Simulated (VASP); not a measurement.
# TaN (P-6m2) in VASP: further runs

Runs on TaN. Level: PBE. Tasks: single point, relaxation of cell and atoms.

Program: VASP 6.6.1. These are calculated values, not measurements. Logs are shortened: lines on timing, memory, paths and dates and some standing lists are left out, and cuts for length are marked.

### Step 1. The cell of the first run

Symmetry: P-6m2, No. 187, hexagonal system. Conventional cell: a = 2.916 Å, b = 2.916 Å, c = 2.869 Å, α = 90.00°, β = 90.00°, γ = 120.00°. Within 3.0 Å of Ta (site symmetry -6m2) lie 6 N at 2.21 Å and 8 Ta at 2.87 to 2.92 Å. N (site symmetry -6m2) has 6 Ta at 2.21 Å and 8 N at 2.87 to 2.92 Å within 3.0 Å.

### Step 2. Single point, PBE

INCAR

```
  ALGO = Normal
  EDIFF = 1E-7
  ENCUT = 520
  GGA = PE
  ISIF = 2
  ISMEAR = -1
  LASPH = T
  LCHARG = F
  LREAL = F
  LWAVE = F
  NBANDS = 15
  NELM = 100
  PREC = Accurate
  SIGMA = 0.15
```

KPOINTS

```
k-points
0
Gamma
  18 18 14
```

POSCAR

```
TaN
1.0
    2.9160122848      0.0000000000      0.0000000000
   -1.4580061424      2.5253407163      0.0000000000
    0.0000000000      0.0000000000      2.8692843373
Ta N
1 1
Direct
    0.3333333333      0.6666666667      0.5000000000
    0.0000000000      0.0000000000      0.0000000000
```

Potentials or basis: VASP PAW PBE potentials, release 64 (Ta_pv, N).

Command:

```console
$ cat potpaw_PBE.64/Ta_pv/POTCAR potpaw_PBE.64/N/POTCAR > POTCAR
$ mpirun -np 1 vasp_std > vasp.out
```

OUTCAR:

```text
EDIFF = 1E-7
   ENCUT = 520
   GGA = PE
   ISIF = 2
   ISMEAR = -1
   LASPH = T
   LREAL = F
   NELM = 100
   PREC = Accurate

 ion  position               nearest neighbor table
   1  0.333  0.667  0.500-   2 2.21   2 2.21   2 2.21   2 2.21   2 2.21   2 2.21
   2  0.000  0.000  0.000-   1 2.21   1 2.21   1 2.21   1 2.21   1 2.21   1 2.21

  LATTYP: Found a hexagonal cell.
 ALAT       =     2.9160122848
 C/A-ratio  =     0.9839753942

  Lattice vectors:

 A1 = (   2.9160122848,   0.0000000000,   0.0000000000)
 A2 = (  -1.4580061424,   2.5253407163,   0.0000000000)
 A3 = (   0.0000000000,   0.0000000000,   2.8692843373)

Analysis of symmetry for initial positions (statically):
=====================================================================
 Subroutine PRICEL returns:
 Original cell was already a primitive cell.

 Routine SETGRP: Setting up the symmetry group for a
 hexagonal supercell.

 Subroutine GETGRP returns: Found 12 space group operations
 (whereof 12 operations were pure point group operations)
 out of a pool of 24 trial point group operations.

The static configuration has the point symmetry D_3h.

Analysis of symmetry for dynamics (positions and initial velocities):
=====================================================================
 Subroutine PRICEL returns:
 Original cell was already a primitive cell.

 Routine SETGRP: Setting up the symmetry group for a
 hexagonal supercell.

 Subroutine GETGRP returns: Found 12 space group operations
 (whereof 12 operations were pure point group operations)
 out of a pool of 24 trial point group operations.

The dynamic configuration has the point symmetry D_3h.

 Subroutine INISYM returns: Found 12 space group operations
 (whereof 12 operations are pure point group operations),
 and found     1 'primitive' translations

----------------------------------------------------------------------------------------

                                     Primitive cell

  volume of cell :      21.1292

  direct lattice vectors                    reciprocal lattice vectors
     2.916012285  0.000000000  0.000000000     0.342934083  0.197993085  0.000000000
    -1.458006142  2.525340716  0.000000000     0.000000000  0.395986171  0.000000000
     0.000000000  0.000000000  2.869284337     0.000000000  0.000000000  0.348518962

  length of vectors
     2.916012285  2.916012285  2.869284337     0.395986171  0.395986171  0.348518962

  position of ions in fractional coordinates (direct lattice)
     0.333333333  0.666666667  0.500000000
     0.000000000  0.000000000  0.000000000

  ion indices of the primitive-cell ions
   primitive index   ion index
                 1           1
                 2           2

----------------------------------------------------------------------------------------

 KPOINTS: k-points

Automatic generation of k-mesh.
 Grid dimensions read from file:
 generate k-points for:   18   18   14

 Generating k-lattice:

  Cartesian coordinates                     Fractional coordinates (reciprocal lattice)
     0.019051894  0.010999616  0.000000000     0.055555556  0.000000000  0.000000000
     0.000000000  0.021999232  0.000000000     0.000000000  0.055555556  0.000000000
     0.000000000  0.000000000  0.024894212     0.000000000  0.000000000  0.071428571

  Length of vectors
     0.021999232  0.021999232  0.024894212

  Shift w.r.t. Gamma in fractional coordinates (k-lattice)
     0.000000000  0.000000000  0.000000000

 Subroutine IBZKPT returns following result:
 ===========================================

 Found    296 irreducible k-points:

 Following reciprocal coordinates:
            Coordinates               Weight
  0.000000  0.000000  0.000000      1.000000
  0.055556  0.000000  0.000000      6.000000
  0.111111  0.000000  0.000000      6.000000
  0.166667 -0.000000  0.000000      6.000000
  0.222222  0.000000  0.000000      6.000000
  0.277778  0.000000  0.000000      6.000000
[... 16 lines left out ...]
  0.333333  0.111111  0.000000     12.000000
  0.388889  0.111111  0.000000     12.000000
 [... further k-points ...]
   k-points           NKPTS =    296   k-points in BZ     NKDIM =    296   number of bands    NBANDS=     15
   number of dos      NEDOS =    301   number of ions     NIONS =      2
   total plane-waves  NPLWV =  13824
   dimension x,y,z NGX =    24 NGY =   24 NGZ =   24
   dimension x,y,z NGXF=    48 NGYF=   48 NGZF=   48
   ions per type =               1   1
   NGX,Y,Z   is equivalent  to a cutoff of  13.68, 13.68, 13.91 a.u.
   NGXF,Y,Z  is equivalent  to a cutoff of  27.37, 27.37, 27.81 a.u.
 SYSTEM =  unknown system
   PREC   = accura    normal or accurate (medium, high low for compatibility)
   ISTART =      0    job   : 0-new  1-cont  2-samecut
   ICHARG =      2    charge: 1-file 2-atom 10-const
   ISPIN  =      1    spin polarized calculation?
   LNONCOLLINEAR =      F non collinear calculations
   LSORBIT =      F    spin-orbit coupling
   LASPH  =      T    aspherical Exc in radial PAW
   ENCUT  =  520.0 eV  38.22 Ry    6.18 a.u.   5.42  5.42  5.33*2*pi/ulx,y,z
   NELM   =    100;   NELMIN=  2; NELMDL= -5     # of ELM steps
   EDIFF  = 0.1E-06   stopping-criterion for ELM
   LREAL  =      F    real-space projection
   EDIFFG = 0.1E-05   stopping-criterion for IOM
   NSW    =      0    number of steps for IOM
   IBRION =     -1    ionic relax: 0-MD 1-quasi-New 2-CG
   NFREE  =      0    steps in history (QN), initial steepest desc. (CG)
   ISIF   =      2    stress and relaxation
   ISYM   =      2    0-nonsym 1-usesym 2-fastsym
   POTIM  = 0.5000    time-step for ionic-motion
   TEBEG  =    0.0;   TEEND  =   0.0 temperature during run
   PSTRESS=    0.0 pullay stress
   NELECT =      16.0000    total number of electrons
   NUPDOWN=      -1.0000    fix difference up-down
   EMIN   =  10.00;   EMAX   =-10.00  energy-range for DOS
   EFERMI =   0.00;   METHOD = LEGACY
   ISMEAR =    -1;   SIGMA  =   0.15  broadening in eV -4-tet -1-fermi 0-gaus
   EFERMI_NEDOS =   21; number of points for ismear=-14 and -15
   IALGO  =     38    algorithm
   IMIX   =      4    mixing-type and parameters
     AMIX     =   0.40;   BMIX     =  1.00
     AMIX_MAG =   1.60;   BMIX_MAG =  1.00
  volume/ion in A,a.u.               =      10.56        71.29
  Fermi-wavevector in a.u.,A,eV,Ry     =   1.492178  2.819807 30.294651  2.226594
  Thomas-Fermi vector in A             =   2.604739
   LORBIT       =      0    0 simple, 1 ext, 2 COOP (PROOUT), +10 PAW based schemes
   GGA     = PE    functional components
   LHFCALC =     F    Hartree Fock is set to
   AEXX    =    0.0000 exact exchange contribution
   IVDW    =     0    specifies the selected vdW correction
   LEPSILON=     F    determine dielectric tensor
   LRPA    =     F    only Hartree local field effects (RPA)
 non-spin polarized calculation
  energy-cutoff  :      520.00
  volume of cell :       21.13
 maximum number of plane-waves:       593
 NGX is ok and might be reduce to    24
   NGX = 11   NGY = 11   NGZ = 11

 number of electron      15.9999999 magnetization

 Free energy of the ion-electron system (eV)
  ---------------------------------------------------
  ext. energy  EPLUGINS =         0.00000000
  ---------------------------------------------------
  free energy    TOTEN  =       -22.41952110 eV

  energy without entropy =      -22.41033137  energy(sigma->0) =      -22.41492623

 E-fermi :   8.4971     XC(G=0): -13.4552

 val. band max:        8.4825194909   @ k =   0.0556   0.0000   0.5000
 cond. band min:       8.5146980794   @ k =   0.0556   0.0000   0.4286
 fundamental gap:      0.0321785886
 Fermi energy:         8.4970872090

 k-point     1 :       0.0000    0.0000    0.0000
  band No.  band energies     occupation
      1     -26.3328      2.00000
      2     -26.0475      2.00000
      3     -26.0475      2.00000
      4      -9.4675      2.00000
      5       3.8319      2.00000
      6       3.8319      2.00000
      7       4.1559      2.00000
      8       5.4939      2.00000
      9      10.8458      0.00000
     10      12.1249      0.00000
     11      12.1249      0.00000
     12      12.5783      0.00000
     13      12.5783      0.00000
     14      21.6906      0.00000
     15      21.9701      0.00000

 k-point     2 :       0.0556    0.0000    0.0000
  band No.  band energies     occupation
      1     -26.3282      2.00000
      2     -26.0842      2.00000
      3     -26.0553      2.00000
      4      -9.4005      2.00000
      5       3.6202      2.00000
      6       3.8827      2.00000
      7       4.2602      2.00000
      8       5.3964      2.00000
      9      11.0932      0.00000
     10      11.9797      0.00000
     11      12.1347      0.00000
     12      12.5434      0.00000
     13      12.6687      0.00000
     14      21.6868      0.00000
     15      21.9650      0.00000

 k-point     3 :       0.1111    0.0000    0.0000
  band No.  band energies     occupation
      1     -26.3148      2.00000
      2     -26.1887      2.00000
      3     -26.0775      2.00000
      4      -9.2067      2.00000
      5       3.1206      2.00000
      6       4.0273      2.00000
      7       4.5055      2.00000
      8       5.1313      2.00000
      9      11.5344      0.00000
     10      11.8090      0.00000
     11      12.1736      0.00000
     12      12.4445      0.00000
     13      12.9038      0.00000
     14      21.6716      0.00000
     15      21.9520      0.00000
[... 343 lines left out ...]
 k-point    23 :       0.3333    0.1111    0.0000
  band No.  band energies     occupation
      1     -27.0147      2.00000
      2     -26.3472      2.00000
      3     -26.1898      2.00000
      4      -7.2988      2.00000
      5       0.4695      2.00000
      6       3.3538      2.00000
      7       4.2781      2.00000
      8       6.0805      2.00000
      9      10.9086      0.00000
     10      10.9636      0.00000
     11      13.4576      0.00000
     12      14.5778      0.00000
     13      16.3802      0.00000
     14      21.7612      0.00000
     15      21.9942      0.00000

 k-point    24 :       0.3889    0.1111    0.0000
  band No.  band energies     occupation
      1     -27.0921      2.00000
      2     -26.3749      2.00000
      3     -26.1769      2.00000
      4      -7.0829      2.00000
      5       0.2774      2.00000
      6       3.2123      2.00000
      7       4.1469      2.00000
      8       6.1337      2.00000
      9      10.8215      0.00000
     10      11.6175      0.00000
     11      13.1710      0.00000
     12      14.6559      0.00000
     13      17.2771      0.00000
     14      20.8764      0.00000
     15      21.9157      0.00000

 [... further k-points ...]

------------------------ aborting loop because EDIFF is reached ----------------------------------------

  FORCE on cell =-STRESS in cart. coord.  units (eV):
  Direction    XX          YY          ZZ          XY          YZ          ZX
  --------------------------------------------------------------------------------------
  -------------------------------------------------------------------------------------
  Total        1.6800414      1.6800414      1.7042757      0.0000000     -0.0000000      0.0000000
  in kB      127.3936075    127.3936075    129.2312415      0.0000000     -0.0000000      0.0000000
  external PRESSURE =     128.0061522 kB  Pullay stress =       0.0000000 kB

 VOLUME and BASIS-vectors are now :
 -----------------------------------------------------------------------------
  energy-cutoff  :      520.00
  volume of cell :       21.13
      direct lattice vectors                 reciprocal lattice vectors
     2.916012285  0.000000000  0.000000000     0.342934083  0.197993085  0.000000000
    -1.458006142  2.525340716  0.000000000     0.000000000  0.395986171  0.000000000
     0.000000000  0.000000000  2.869284337     0.000000000  0.000000000  0.348518962

 POSITION                                       TOTAL-FORCE (eV/Angst)
 -----------------------------------------------------------------------------------
     -0.00000      1.68356      1.43464         0.000000     -0.000000      0.000000
      0.00000      0.00000      0.00000        -0.000000      0.000000      0.000000
 -----------------------------------------------------------------------------------
    total drift:                                0.000000     -0.000000     -0.000000

  FREE ENERGIE OF THE ION-ELECTRON SYSTEM (eV)
  ---------------------------------------------------
  free  energy   TOTEN  =       -22.4195210971 eV

  energy  without entropy=      -22.4103313685  energy(sigma->0) =      -22.41492623
```

Run time: 35 s. Hardware: 1 thread of Intel Xeon Platinum 8559C (Emerald Rapids), shared host; peak memory 0.21 GiB.

Results:

| Quantity | Value |
| --- | --- |
| Free energy | -22.4195 eV |
| Pressure | 12.8 GPa |
| Band gap on the k mesh | zero (bands 8 and 9 overlap by 0.30 eV) |

Levels at points of the mesh, in eV from the Fermi level:
```
           k point  band 5  band 6  band 7  band 8  band 9  band 10  band 11  band 12
(0.00, 0.00, 0.00)   -4.67   -4.67   -4.34   -3.00    2.35     3.63     3.63     4.08
(0.50, 0.00, 0.00)   -8.43   -5.35   -3.59   -3.24    3.05     4.13     5.29     5.43
(0.00, 0.00, 0.50)   -9.51   -3.83   -3.83   -0.13   -0.13     2.39     3.38     3.38
(0.50, 0.00, 0.50)   -7.47   -6.30   -5.81   -0.37    4.27     5.49     6.17     7.24
```

Caveat: the cell stands under pressure; spin-orbit coupling is left out, which moves the levels of the heavy elements.

[end of part 1 of 2]

The gap in the log of VASP goes by the Fermi energy; the results here count the filled bands.